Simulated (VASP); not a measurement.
# TaSi2 (I4_1/amd) in VASP: further runs, part 2 of 2

VASP 6.6.1.

**4. Relaxation of cell and atoms, PBE**

This run uses another cell than the first one, of 14.55 Å³/atom.

The input, INCAR:

```
SYSTEM = TaSi2
  PREC = Accurate
  ENCUT = 600
  EDIFF = 1E-7
  ISMEAR = 0
  SIGMA = 0.1
  LREAL = .False.
  LASPH = .True.
  NELM = 80
  ALGO = Normal
  ISIF = 3
  LWAVE = .False.
  LCHARG = .False.
  GGA = PE
  IBRION = 2
  NSW = 90
  EDIFFG = -0.04
```

The input, KPOINTS:

```
Automatic mesh
0
Gamma
  6 6 6
  0 0 0
```

The input, POSCAR:

```
TaSi2
1.0
   -1.8447097538      1.8447097538      6.4140102103
    1.8447097538     -1.8447097538      6.4140102103
    1.8447097538      1.8447097538     -6.4140102103
Ta Si
2 4
Direct
    0.0000000000      0.0000000000      0.0000000000
    0.7500000000      0.2500000000      0.5000000000
    0.4165000000      0.4165000000      0.0000000000
    0.1665000000      0.6665000000      0.5000000000
    0.3335000000      0.8335000000      0.5000000000
    0.5835000000      0.5835000000      0.0000000000
```

Potentials or basis: VASP PAW PBE potentials, release 64 (Ta_pv, Si).

On the command line:

```sh
$ cat potpaw_PBE.64/Ta_pv/POTCAR potpaw_PBE.64/Si/POTCAR > POTCAR
$ mpirun -np 1 vasp_std > vasp.out
```

OUTCAR:

```text
SYSTEM = TaSi2
   PREC = Accurate
   ENCUT = 600
   EDIFF = 1E-7
   ISMEAR = 0
   LREAL = .False.
   LASPH = .True.
   NELM = 80
   ISIF = 3
   GGA = PE
   IBRION = 2
   NSW = 90
   EDIFFG = -0.04

 ion  position               nearest neighbor table
   1  0.000  0.000  0.000-   6 2.82   6 2.82   3 2.82   3 2.82   6 2.82   6 2.82   3 2.82   3 2.82
                             5 2.82   4 2.82   4 2.82   5 2.82
   2  0.750  0.250  0.500-   5 2.82   5 2.82   4 2.82   4 2.82   5 2.82   5 2.82   4 2.82   4 2.82
                             3 2.82   6 2.82   3 2.82   6 2.82
   3  0.416  0.416  0.000-   5 2.13   5 2.13   6 2.14   1 2.82   1 2.82   1 2.82   1 2.82   2 2.82
                             2 2.82
   4  0.166  0.666  0.500-   6 2.13   6 2.13   5 2.14   2 2.82   2 2.82   2 2.82   2 2.82   1 2.82
                             1 2.82
   5  0.334  0.834  0.500-   3 2.13   3 2.13   4 2.14   2 2.82   2 2.82   2 2.82   2 2.82   1 2.82
                             1 2.82
[... 411 lines left out ...]

 val. band max:        8.1350687680   @ k =  -0.3333  -0.3333   0.1667
 cond. band min:       8.1625973691   @ k =   0.5000   0.5000   0.1667
 fundamental gap:      0.0275286011
 Fermi energy:         8.1354706688

 k-point     1 :       0.0000    0.0000    0.0000
  band No.  band energies     occupation
      1     -26.7288      2.00000
      2     -26.7194      2.00000
      3     -26.4994      2.00000
      4     -26.4994      2.00000
      5     -26.4993      2.00000
      6     -26.4993      2.00000
[... 613 lines left out ...]
     22       9.2792      0.00000
     23      10.2083      0.00000

 [... further k-points ...]

------------------------ aborting loop because EDIFF is reached ----------------------------------------

  FORCE on cell =-STRESS in cart. coord.  units (eV):
  Direction    XX          YY          ZZ          XY          YZ          ZX
  --------------------------------------------------------------------------------------
  -------------------------------------------------------------------------------------
  Total       -0.0902997     -0.0902997     -0.1412921      0.0000000      0.0000000     -0.0000000
  in kB       -1.4923499     -1.4923499     -2.3350824      0.0000000      0.0000000     -0.0000000
  external PRESSURE =      -1.7732608 kB  Pullay stress =       0.0000000 kB
[... 21 lines left out ...]
  FREE ENERGIE OF THE ION-ELECTRON SYSTEM (eV)
  ---------------------------------------------------
  free  energy   TOTEN  =       -44.0865223511 eV

  energy  without entropy=      -44.0552929726  energy(sigma->0) =      -44.07090766

 reached required accuracy - stopping structural energy minimisation
```

Run time: 32 min. Hardware: 1 thread of Intel Xeon Platinum 8488C (Sapphire Rapids), shared host; peak memory 0.5 GiB.

Results:

```
Free energy                           : -44.0865 eV
Relaxed volume                        : 16.16 Å³/atom
Relaxed cell                          : a = 8.822 Å, b = 8.822 Å, c = 8.822 Å, α = 157.92°, β = 157.92°, γ = 31.43°
Space group after relaxing (to 0.1 Å) : I4_1/amd (No. 141)
Energy gained by relaxing             : 402.6 meV/atom
Ionic steps                           : 13
Pressure after relaxing               : -0.2 GPa
Largest force after relaxing          : 0.025 eV/Å
Band gap on the k mesh                : zero (bands 19 and 20 overlap by 1.55 eV)
```

Forces in eV/Å, atoms in the order of the input:
```
Ta   0.000  0.000  0.000
Ta   0.000  0.000  0.000
Si   0.000  0.000  0.025
Si   0.000  0.000  0.025
Si   0.000  0.000 -0.025
Si   0.000  0.000 -0.025
```

The path:
```csv
step,energy change (eV),largest force (eV/Å),pressure (GPa),volume (Å³)
1,0.0000,0.0352,15.35,87.31
2,-0.3645,0.9719,-13.10,105.87
3,-0.6122,0.7664,-4.32,97.63
4,-1.3565,0.9153,-3.87,96.82
5,-2.0534,0.6284,-1.26,95.32
6,-2.0996,0.4380,13.23,90.67
7,-2.3086,0.0392,7.83,92.28
8,-2.3010,0.3337,2.17,94.06
9,-2.3475,0.0838,5.84,92.88
10,-2.3057,0.0511,-5.49,102.72
11,-2.4125,0.0371,0.58,96.78
12,-2.4125,0.0365,0.68,96.70
13,-2.4155,0.0250,-0.18,96.95
```

Final structure:
```
Ta Si
1.0
    -1.68935    1.68935    8.49231
     1.68935   -1.68935    8.49231
     1.68935    1.68935   -8.49231
Ta Si
2 4
Direct
  0.00000 0.00000 0.00000
  0.75000 0.25000 0.50000
  0.42563 0.42563 0.00000
  0.17563 0.67563 0.50000
  0.32437 0.82437 0.50000
  0.57437 0.57437 0.00000
```

Caveat: a cell axis changed by over 15 % at a fixed basis, so the end point is rough; spin-orbit coupling is left out, which moves the levels of the heavy elements.

**5. Summary**

| task | cell | k mesh | cutoff (eV) | gap on the mesh (eV) | pressure (GPa) | largest force (eV/Å) |
| --- | --- | --- | --- | --- | --- | --- |
| single point | a = 8.774 Å, angles 157.8, 157.8, 31.6°, 6 atoms, atomic positions A | 6 × 6 × 6 | 520 | none | 0.1 | 0.01 |
| single point | a = 6.924 Å, angles 149.1, 149.1, 44.3°, 6 atoms, atomic positions B | 8 × 8 × 8 | 520 | none | 15.5 | 0.16 |
| relaxation of cell and atoms | relaxed from a = 6.924 Å, angles 149.1, 149.1, 44.3°, 6 atoms, atomic positions B | 6 × 6 × 6 | 600 | none | -0.2 | 0.03 |

Alike in all rows: level PBE; potentials or basis VASP PAW PBE potentials, release 64 (Ta_pv, Si); no spin polarisation; smearing gaussian 0.1 eV.

Caveats: spin-orbit coupling is left out, which moves the levels of the heavy elements; the cell stands under pressure (at least some runs); a cell axis changed by over 15 % at a fixed basis, so the end point is rough (at least some runs).

Total energies depend on the potentials used, so only differences within one code and one set of settings carry meaning.
